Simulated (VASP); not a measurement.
# MgS (Fm-3m) in VASP: further runs

MgS is run at these levels: PBE; tasks: vibrations by perturbation theory, elastic constants.

Program: VASP 6.6.1. These are calculated values, not measurements. Logs are shortened: lines on timing, memory, paths and dates and some standing lists are left out, and cuts for length are marked.

### Step 1. The cell of the first run

It takes space group Fm-3m (No. 225, cubic). Conventional cell: a = 5.230 Å, b = 5.230 Å, c = 5.230 Å, α = 90.00°, β = 90.00°, γ = 90.00°. Mg (site symmetry m-3m) has 6 S at 2.62 Å within 3.4 Å. Within 3.4 Å of S (site symmetry m-3m) lie 6 Mg at 2.62 Å.

### Step 2. Vibrations by perturbation theory, PBE

Input file INCAR:

```
SYSTEM = MgS
  PREC = Accurate
  ENCUT = 520
  EDIFF = 1E-8
  ISMEAR = 0
  SIGMA = 0.01
  LREAL = .False.
  LASPH = .True.
  NELM = 100
  ALGO = Normal
  ISIF = 2
  LWAVE = .False.
  LCHARG = .True.
  GGA = PE
  IBRION = 8
  NSW = 1
  LEPSILON = .True.
```

Input file KPOINTS:

```
regular mesh
0
Gamma
  8 8 8
  0 0 0
```

Input file POSCAR:

```
MgS
1.0
    0.0000000000      2.6150125365      2.6150125365
    2.6150125365      0.0000000000      2.6150125365
    2.6150125365      2.6150125365      0.0000000000
Mg S
1 1
Direct
    0.0000000000      0.0000000000      0.0000000000
    0.5000000000      0.5000000000      0.5000000000
```

Potentials or basis: VASP PAW PBE potentials, release 64 (Mg, S).

The run is started by

```sh
$ cat potpaw_PBE.64/Mg/POTCAR potpaw_PBE.64/S/POTCAR > POTCAR
$ mpirun -np 1 vasp_std > vasp.out
```

OUTCAR:

```text
SYSTEM = MgS
   PREC = Accurate
   ENCUT = 520
   EDIFF = 1E-8
   ISMEAR = 0
   LREAL = .False.
   LASPH = .True.
   NELM = 100
   ISIF = 2
   GGA = PE
   IBRION = 8
   NSW = 1
   LEPSILON = .True.

 ion  position               nearest neighbor table
   1  0.000  0.000  0.000-   2 2.62   2 2.62   2 2.62   2 2.62   2 2.62   2 2.62
   2  0.500  0.500  0.500-   1 2.62   1 2.62   1 2.62   1 2.62   1 2.62   1 2.62

  LATTYP: Found a face centered cubic cell.
 ALAT       =     5.2300250730

  Lattice vectors:

 A1 = (   0.0000000000,   2.6150125365,   2.6150125365)
 A2 = (   2.6150125365,   0.0000000000,   2.6150125365)
 A3 = (   2.6150125365,   2.6150125365,   0.0000000000)

Analysis of symmetry for initial positions (statically):
=====================================================================
 Subroutine PRICEL returns:
 Original cell was already a primitive cell.

 Routine SETGRP: Setting up the symmetry group for a
 face centered cubic supercell.

 Subroutine GETGRP returns: Found 48 space group operations
 (whereof 48 operations were pure point group operations)
 out of a pool of 48 trial point group operations.

The static configuration has the point symmetry O_h .

Analysis of symmetry for dynamics (positions and initial velocities):
=====================================================================
 Subroutine PRICEL returns:
 Original cell was already a primitive cell.

 Routine SETGRP: Setting up the symmetry group for a
 face centered cubic supercell.

 Subroutine GETGRP returns: Found 48 space group operations
 (whereof 48 operations were pure point group operations)
 out of a pool of 48 trial point group operations.

The dynamic configuration has the point symmetry O_h .

 Subroutine INISYM returns: Found 48 space group operations
 (whereof 48 operations are pure point group operations),
 and found     1 'primitive' translations

----------------------------------------------------------------------------------------

                                     Primitive cell

  volume of cell :      35.7644

  direct lattice vectors                    reciprocal lattice vectors
     0.000000000  2.615012537  2.615012537    -0.191203672  0.191203672  0.191203672
     2.615012537  0.000000000  2.615012537     0.191203672 -0.191203672  0.191203672
     2.615012537  2.615012537  0.000000000     0.191203672  0.191203672 -0.191203672

  length of vectors
     3.698186195  3.698186195  3.698186195     0.331174475  0.331174475  0.331174475

  position of ions in fractional coordinates (direct lattice)
     0.000000000  0.000000000  0.000000000
     0.500000000  0.500000000  0.500000000

  ion indices of the primitive-cell ions
   primitive index   ion index
                 1           1
                 2           2

----------------------------------------------------------------------------------------

 KPOINTS: regular mesh

Automatic generation of k-mesh.
 Grid dimensions read from file:
 generate k-points for:    8    8    8

 Generating k-lattice:
[... 412 lines left out ...]
 ------------------------------------------------------

 Free energy of the ion-electron system (eV)
  ---------------------------------------------------
  ---------------------------------------------------
  free energy    TOTEN  =        -0.48403150 eV

  energy without entropy =       -0.48403150

------------------------ aborting loop because EDIFF is reached ----------------------------------------

--------------------------------------- Ionic step        2  -------------------------------------------

------------------------ aborting loop because EDIFF is reached ----------------------------------------

--------------------------------------- Ionic step        3  -------------------------------------------

------------------------ aborting loop because EDIFF is reached ----------------------------------------

 PIEZOELECTRIC TENSOR FIELD DIRECTION 3  (e Angst)
 -----------------------------------------------------------------------------
     0.00006  0.00000  0.00000           (  0.00001  0.00000  0.00000)
     0.00000  0.00006  0.00000           (  0.00000  0.00001 -0.00000)
    -0.00000 -0.00000 -0.00152           (  0.00000 -0.00000  0.00000)

 PIEZOELECTRIC TENSOR FIELD DIRECTION 3  (C/m^2)
 -----------------------------------------------------------------------------
     0.00002  0.00000  0.00000
     0.00000  0.00002  0.00000
    -0.00000 -0.00000 -0.00068

--------------------------------------- Ionic step        4  -------------------------------------------

------------------------ aborting loop because EDIFF is reached ----------------------------------------

[... ionic steps 5 to 6 ...]

--------------------------------------- Ionic step        7  -------------------------------------------

 Free energy of the ion-electron system (eV)
  ---------------------------------------------------
  ---------------------------------------------------
  free energy    TOTEN  =        -0.10694406 eV

  energy without entropy =       -0.10694406

------------------------ aborting loop because EDIFF is reached ----------------------------------------

 INTERNAL STRAIN TENSOR  FOR ION    2  DIRECTION 1   (eV/Angst):
 -----------------------------------------------------------------------------
    -0.01209  0.00000  0.00000
     0.00000  0.01522  0.00000
     0.00000  0.00000  0.01522

 MACROSCOPIC STATIC DIELECTRIC TENSOR (including local field effects in DFT)
 ------------------------------------------------------
           5.410891    -0.000000    -0.000000
           0.000000     5.410891     0.000000
          -0.000000     0.000000     5.410891
 ------------------------------------------------------

 PIEZOELECTRIC TENSOR (including local field effects)  for field in x, y, z        (e  Angst)
          XX          YY          ZZ          XY          YZ          ZX
  --------------------------------------------------------------------------------
  x     0.00000     0.00000     0.00000     0.00000     0.00000     0.00000
  y     0.00000     0.00000     0.00000     0.00000     0.00000     0.00000
  z     0.00000     0.00000     0.00000     0.00000     0.00000     0.00000

 PIEZOELECTRIC TENSOR (including local field effects)  for field in x, y, z        (C/m^2)
          XX          YY          ZZ          XY          YZ          ZX
  --------------------------------------------------------------------------------
  x     0.00000     0.00000     0.00000     0.00000     0.00000     0.00000
  y     0.00000     0.00000     0.00000     0.00000     0.00000     0.00000
  z     0.00000     0.00000     0.00000     0.00000     0.00000     0.00000

 BORN EFFECTIVE CHARGES (including local field effects) (in |e|, cummulative output)
 ---------------------------------------------------------------------------------
 ion    1
    1     2.34190    -0.00000     0.00000
    2     0.00000     2.34190     0.00000
    3     0.00000     0.00000     2.34190
 ion    2
    1    -2.34190     0.00000     0.00000
    2    -0.00000    -2.34190     0.00000
    3     0.00000     0.00000    -2.34190

 INTERNAL STRAIN TENSOR FOR ION    2 for displacements in x,y,z  (eV/Angst):
          X           Y           Z          XY          YZ          ZX
  --------------------------------------------------------------------------------
  x     0.00000     0.00000     0.00000     0.00000     0.00000     0.00000
  y     0.00000     0.00000     0.00000     0.00000     0.00000     0.00000
  z     0.00000     0.00000     0.00000     0.00000     0.00000     0.00000

 SECOND DERIVATIVES (NOT SYMMETRIZED)
 ------------------------------------
               1X          1Y          1Z          2X          2Y          2Z
  1X    -2.542825    0.000000    0.000000    2.542825    0.000000    0.000000
  1Y     0.000000   -2.542825    0.000000    0.000000    2.542825    0.000000
  1Z     0.000000    0.000000   -2.542825    0.000000    0.000000    2.542825
  2X     2.546333    0.000000    0.000000   -2.546333    0.000000    0.000000
  2Y     0.000000    2.546333    0.000000    0.000000   -2.546333    0.000000
  2Z     0.000000    0.000000    2.546333    0.000000    0.000000   -2.546333

 Eigenvectors and eigenvalues of the dynamical matrix
 ----------------------------------------------------

   1 f  =    6.706498 THz    42.138168 2PiTHz  223.704682 cm-1    27.735833 meV
             X         Y         Z           dx          dy          dz
      0.000000  0.000000  0.000000     0.000000    0.753990    0.000000
      2.615013  2.615013  2.615013     0.000000   -0.656886    0.000000
[... 21 lines left out ...]
   6 f/i=    0.002290 THz     0.014389 2PiTHz    0.076390 cm-1     0.009471 meV
             X         Y         Z           dx          dy          dz
      0.000000  0.000000  0.000000     0.000000    0.000000   -0.656886
      2.615013  2.615013  2.615013     0.000000    0.000000   -0.753990

--------------------------------------------------------------------------------------------------------

 MACROSCOPIC STATIC DIELECTRIC TENSOR IONIC CONTRIBUTION
 ------------------------------------------------------
          10.905247    -0.000000    -0.000000
          -0.000000    10.905247     0.000000
          -0.000000    -0.000000    10.905247
 ------------------------------------------------------

 ELASTIC MODULI CONTR FROM IONIC RELAXATION (kBar)
 Direction    XX          YY          ZZ          XY          YZ          ZX
 --------------------------------------------------------------------------------
 XX           0.0000      0.0000      0.0000      0.0000      0.0000      0.0000
 YY           0.0000      0.0000      0.0000      0.0000      0.0000      0.0000
 ZZ           0.0000      0.0000      0.0000      0.0000      0.0000      0.0000
 XY           0.0000      0.0000      0.0000      0.0000      0.0000      0.0000
 YZ           0.0000      0.0000      0.0000      0.0000      0.0000      0.0000
 ZX           0.0000      0.0000      0.0000      0.0000      0.0000      0.0000
 --------------------------------------------------------------------------------

 PIEZOELECTRIC TENSOR IONIC CONTR  for field in x, y, z        (C/m^2)
          XX          YY          ZZ          XY          YZ          ZX
  --------------------------------------------------------------------------------
  x     0.00000     0.00000     0.00000     0.00000     0.00000     0.00000
  y     0.00000     0.00000     0.00000     0.00000     0.00000     0.00000
  z     0.00000     0.00000     0.00000     0.00000     0.00000     0.00000
```

It took 4.3 min on 1 thread of AMD EPYC 7R43 (Zen 3), shared host; peak memory 0.16 GiB.

Results:

```
Electronic dielectric tensor (diagonal)                 : 5.41
Born charges (mean of the diagonal)                     : Mg +2.34; S -2.34 e
Highest phonon frequency at Γ, LO-TO splitting left out : 224 cm⁻¹
```

Phonon frequencies in cm⁻¹ (negative: imaginary):
```tsv
q point	frequencies
(0.000, 0.000, 0.000)	0 0 0 224 224 224
```

Electronic dielectric tensor:
```
5.41 0.00 0.00
0.00 5.41 0.00
0.00 0.00 5.41
```

Born effective charge tensors (e):
atom 1, Mg
```
2.34 0.00 0.00
0.00 2.34 0.00
0.00 0.00 2.34
```
atom 2, S
```
-2.34  0.00  0.00
 0.00 -2.34  0.00
 0.00  0.00 -2.34
```

[end of part 1 of 2]
